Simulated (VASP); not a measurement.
A run of VASP 6.6.1 is set up as follows.

INCAR

```
PREC     = Accurate       # precision mode
ENCUT    = 600            # plane-wave cutoff, eV
EDIFF    = 1E-6           # SCF threshold, eV
ISMEAR   = 0              # smearing method
SIGMA    = 0.1            # smearing width, eV
LREAL    = F              # projectors in reciprocal space
LASPH    = T              # aspherical terms in the spheres
NELM     = 120            # most SCF steps
ALGO     = Normal         # electronic algorithm
ISIF     = 2              # what is computed and relaxed
LWAVE    = F              # write WAVECAR
LCHARG   = T              # write CHGCAR
LELF     = T              # ELF
LVHAR    = T            
NBANDS   = 28             # bands
GGA_COMPAT= F
```

Contents of KPOINTS:

```
Automatic mesh
0
Gamma
  6 6 6
```

Contents of POSCAR:

```
SrTiO3
1.0
    3.9030659996      0.0000000000      0.0000000000
    0.0000000000      3.9030659996      0.0000000000
    0.0000000000      0.0000000000      3.7962619396
Sr Ti O
1 1 3
Direct
    0.0000000000      0.0000000000      0.0000000000
    0.5000000000      0.5000000000      0.5000000000
    0.5000000000      0.5000000000      0.0000000000
    0.5000000000      0.0000000000      0.5000000000
    0.0000000000      0.5000000000      0.5000000000
```

Potentials or basis: VASP PAW LDA potentials, release 64 (Sr_sv, Ti_sv, O).

The run is started by

```sh
$ cat potpaw_LDA.64/Sr_sv/POTCAR potpaw_LDA.64/Ti_sv/POTCAR potpaw_LDA.64/O/POTCAR > POTCAR
$ mpirun -np 1 vasp_std > vasp.out
```

(1) Estimate the band gap on the k mesh.

(2) Estimate the pressure.

Answers

(1) 1.75 eV, indirect (least direct gap 2.08 eV).

(2) -0.9 GPa.
